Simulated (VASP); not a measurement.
ScAl7N8: single point with r2SCAN

The system is ScAl7N8.

```xyz
16
Lattice="3.1604 -0.0042 5.0183 3.1604 0.0042 -5.0183 -3.1604 5.4815 -0.0046" Properties=species:S:1:pos:R:3 pbc="T T T"
Sc    0.0000    1.8371   -0.1192
Al   -1.5669    4.5713   -0.0962
Al    3.1604    1.8158   -0.0910
Al    1.5669    4.5713   -0.0962
Al    1.5907    0.9019   -2.5932
Al    1.5698    0.8977    2.4251
Al    0.0000    3.6745   -2.6274
Al    0.0000    3.6580    2.4416
N     3.1604    1.8377   -2.9364
N     3.1604    1.8220    2.0295
N     1.5904    4.5673   -3.0253
N     1.5701    4.5630    1.9930
N     1.6439    0.8710   -0.5210
N     0.0000    3.7381   -0.5552
N     4.6770    0.8710   -0.5210
N     3.1604    3.6580   -0.4816
```

This cell differs from its parent crystal: atoms moved along the polar distortion.

- Program: VASP 6.6.1
- Task: single point
- Functional: r2SCAN
- Potentials or basis: VASP PAW PBE potentials, release 64 (Sc_sv, Al, N)
- Cutoff: 520 eV
- k mesh: 6 × 6 × 6
- Occupations: gaussian, width 0.01 eV
- Spin: no spin polarisation

```yaml
Pressure: 1.8 GPa
Largest_force: 2.034 eV/Å
Band_gap_on_the_k_mesh: 4.06 eV
```

Forces on the atoms (eV/Å):
```
Sc   0.000  0.004  1.267
Al  -0.005  0.006  1.256
Al   0.000  0.006  0.918
Al   0.005  0.006  1.256
Al  -0.018 -0.010  1.340
Al   0.018 -0.010  1.340
Al   0.000  0.001  1.290
Al   0.000  0.016  1.275
N    0.000  0.000 -0.803
N    0.000  0.023 -0.878
N   -0.016 -0.003 -1.270
N    0.016 -0.003 -1.270
N    1.124 -0.637 -1.491
N    0.000  1.267 -1.591
N   -1.124 -0.637 -1.491
N    0.000 -0.030 -1.148
```

Stress tensor (GPa, compression positive):
```
 7.65  0.00  0.00
 0.00  7.54  0.08
 0.00  0.08 -9.88
```

Levels at points of the mesh, in eV from the valence-band top:
```
           k point  band 34  band 35  band 36  band 37  band 38  band 39
(0.00, 0.00, 0.00)    -0.87    -0.82     0.00     4.06     4.81     5.15
(0.50, 0.00, 0.00)    -0.89    -0.71    -0.56     5.08     5.21     5.51
(0.00, 0.50, 0.00)    -0.90    -0.58    -0.53     4.94     5.21     5.57
(0.50, 0.50, 0.00)    -1.30    -0.93    -0.71     4.98     5.19     5.26
(0.00, 0.00, 0.50)    -0.60    -0.46    -0.36     5.27     5.34     5.55
(0.50, 0.50, 0.50)    -1.18    -0.86    -0.65     4.86     5.09     5.47
```

Run time: 100 min on 1 thread of Intel Xeon 8259CL, with other jobs on the host, peak memory 0.59 GiB.

Caveat: the cell differs from its parent crystal (atoms moved along the polar distortion); the stress differs along the axes, from -10 to 8 GPa; the PAW data sets were made with another functional, which shifts forces and pressure a little. A k mesh can miss the band edges.
